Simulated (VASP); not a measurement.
A run of VASP 6.6.1 is set up as follows.

Contents of INCAR:

```
ALGO     = Normal         # electronic algorithm
EDIFF    = 1E-8           # SCF threshold, eV
ENCUT    = 520            # plane-wave cutoff, eV
GGA      = PS             # functional
ISIF     = 2              # what is computed and relaxed
ISMEAR   = -1             # smearing method
LASPH    = T              # aspherical terms in the spheres
LCHARG   = F              # write CHGCAR
LEFG     = T            
LREAL    = Auto         
LWAVE    = F              # write WAVECAR
NBANDS   = 39             # bands
NELM     = 80             # most SCF steps
PREC     = Accurate       # precision mode
SIGMA    = 0.05           # smearing width, eV
```

Contents of KPOINTS:

```
k-points
0
Gamma
  7 7 5
```

Contents of POSCAR:

```
MgB2
1.0
    4.6275000000      2.6716883707      0.0000000000
   -4.6275000000      2.6716883707      0.0000000000
    0.0000000000      0.0000000000      7.0460000000
Mg B
6 12
Direct
    0.0000000000      0.0000000000      0.0000000000
    0.0000000000      0.0000000000      0.5000000000
    0.3333333333      0.6666666667      0.0000000000
    0.3333333333      0.6666666667      0.5000000000
    0.6666666667      0.3333333333      0.0000000000
    0.6666666667      0.3333333333      0.5000000000
    0.3333333333      0.3333333334      0.2500000000
    0.3333333333      0.3333333334      0.7500000000
    0.6666666667      0.0000000000      0.2500000000
    0.6666666667      0.0000000000      0.7500000000
    0.0000000000      0.6666666667      0.2500000000
    0.0000000000      0.6666666667      0.7500000000
    0.3333333333      1.0000000000      0.2500000000
    0.3333333333      1.0000000000      0.7500000000
    0.6666666667      0.6666666666      0.2500000000
    0.6666666667      0.6666666666      0.7500000000
    0.0000000000      0.3333333333      0.2500000000
    0.0000000000      0.3333333333      0.7500000000
```

Potentials or basis: VASP PAW PBE potentials, release 64 (Mg, B).

Launch:

```console
$ cat potpaw_PBE.64/Mg/POTCAR potpaw_PBE.64/B/POTCAR > POTCAR
$ mpirun -np 1 vasp_std > vasp.out
```

**Question.** Predict the pressure.

**Answer.** -3.2 GPa.

**Question.** Estimate the band gap on the k mesh.

**Answer.** Zero (band 24 reaches 5.94 eV, above the bottom of band 25 at 4.87 eV).

Stress tensor (GPa, compression positive):
```
-3.68  0.00  0.00
 0.00 -3.68  0.00
 0.00  0.00 -2.31
```

Caveat: without QUAD_EFG the Cq values of the log hold for a quadrupole moment of 1 mb, not for the nuclei; the PAW data sets were made with another functional, which shifts forces and pressure a little.
